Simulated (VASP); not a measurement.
Write the native input for VASP 6.6.1 that does the following.

| Quantity | Value |
| --- | --- |
| Task | relaxation of shape and atoms at fixed volume |
| Functional | PBE |
| Potentials or basis | VASP PAW PBE potentials, release 64 (B, N) |
| Cutoff | 600 eV |
| k mesh | 10 × 10 × 6 |
| Occupations | gaussian, width 0.05 eV |
| Spin | no spin polarisation |
| Dipole correction | no |
| Further INCAR settings | ALGO = Normal; EDIFF = 1e-06; IBRION = 2; EDIFFG = -0.015; NSW = 60; ISIF = 4 |

The structure of BN lies in POSCAR:

```
BN
1.0
    2.5359989868      0.0000000000      0.0000000000
   -1.2679994934      2.1962395466      0.0000000000
    0.0000000000      0.0000000000      4.1989986263
B N
2 2
Direct
    0.6666666667      0.3333333333      0.0000000000
    0.3333333333      0.6666666667      0.5000000000
    0.6666666667      0.3333333333      0.3750000000
    0.3333333333      0.6666666667      0.8750000000
```

These files were run (other wordings do the same):

INCAR

```
SYSTEM = BN
PREC     = Accurate       ! precision mode
ENCUT    = 600            ! plane-wave cutoff, eV
EDIFF    = 1E-6           ! SCF threshold, eV
ISMEAR   = 0              ! smearing method
SIGMA    = 0.05           ! smearing width, eV
LREAL    = .FALSE.        ! projectors in reciprocal space
LASPH    = .TRUE.         ! aspherical terms in the spheres
NELM     = 60             ! most SCF steps
ALGO     = Normal         ! electronic algorithm
ISIF     = 4              ! what is computed and relaxed
LWAVE    = .FALSE.        ! write WAVECAR
LCHARG   = .FALSE.        ! write CHGCAR
GGA      = PE             ! functional
IBRION   = 2              ! ionic algorithm
NSW      = 60             ! ionic steps
EDIFFG   = -0.015         ! ionic threshold
```

KPOINTS

```
regular mesh
0
G
  10 10 6
  0 0 0
```

Potentials or basis: VASP PAW PBE potentials, release 64 (B, N).

The run is started by

```bash
$ cat potpaw_PBE.64/B/POTCAR potpaw_PBE.64/N/POTCAR > POTCAR
$ mpirun -np 1 vasp_std > vasp.out
```

It gave:

| Property | Result |
| --- | --- |
| Energy gained by relaxing | 0.0 meV/atom |
| Ionic steps | 3 |
| Pressure after relaxing | 8.0 GPa |
| Band gap on the k mesh | 5.36 eV (least direct gap 8.33 eV) |

Wall time 19 s on 1 thread of Intel(R) Xeon(R) Platinum 8488C (Sapphire Rapids), with other jobs on the host, peak memory 0.14 GiB.
